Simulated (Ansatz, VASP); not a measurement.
**GaP in VASP and in Ansatz**

File INCAR:

```
SYSTEM = GaP
ALGO = Normal
EDIFF = 1E-6
ENCUT = 520
GGA = PS
ISIF = 2
ISMEAR = -1
LASPH = .TRUE.
LCHARG = .FALSE.
LREAL = .FALSE.
LWAVE = .FALSE.
NBANDS = 16
NELM = 80
PREC = Accurate
SIGMA = 0.05
```

Contents of KPOINTS:

```
k-points
0
G
  12 12 12
  0 0 0
```

The input POSCAR:

```
GaP
1.0
    0.0000000000      2.6636941769      2.6636941769
    2.6636941769      0.0000000000      2.6636941769
    2.6636941769      2.6636941769      0.0000000000
Ga P
1 1
Direct
    0.0000000000      0.0000000000      0.0000000000
    0.2500000000      0.2500000000      0.2500000000
```

Input for Ansatz:

```yaml
crystal:
  lattice:
    - [0.0, 2.6636941769, 2.6636941769]
    - [2.6636941769, 0.0, 2.6636941769]
    - [2.6636941769, 2.6636941769, 0.0]
  atoms:
    - { symbol: Ga, position: [0.0, 0.0, 0.0] }
    - { symbol: P, position: [0.25, 0.25, 0.25] }
kpoints:
  mp_grid: { grid: [12, 12, 12] }
scf:
  occupations: { method: fermi_dirac, width: 0.05 }
hamiltonian:
  xc: pbesol
  pseudopotentials: { kind: all_electron, lapw: { basis_error: 0.001 } }
output:
  forces: true
  stress: true
  eigenvalues: true
  populations: true
```

Change from the starting cell: volume scaled by 0.94, LAPW.

Alike in both runs: task single point; functional PBEsol; k mesh 12 × 12 × 12; occupations fermi-dirac, width 0.05 eV; no spin polarisation.

|  | VASP | Ansatz |
| --- | --- | --- |
| version | VASP 6.6.1 | Ansatz 0.2.0 |
| potentials or method | VASP PAW PBE potentials, release 64 (Ga_d, P), cutoff 520 eV | all-electron LAPW, scalar-relativistic |

Ansatz gave:

| Quantity | Value |
| --- | --- |
| pressure (GPa) | 6.0 |

Problem. Which values does VASP return?

Solution. Pressure (GPa): 5.9.

VASP's potentials were made for PBE, not for PBEsol. Ansatz ran all-electron here, and VASP with PAW potentials.
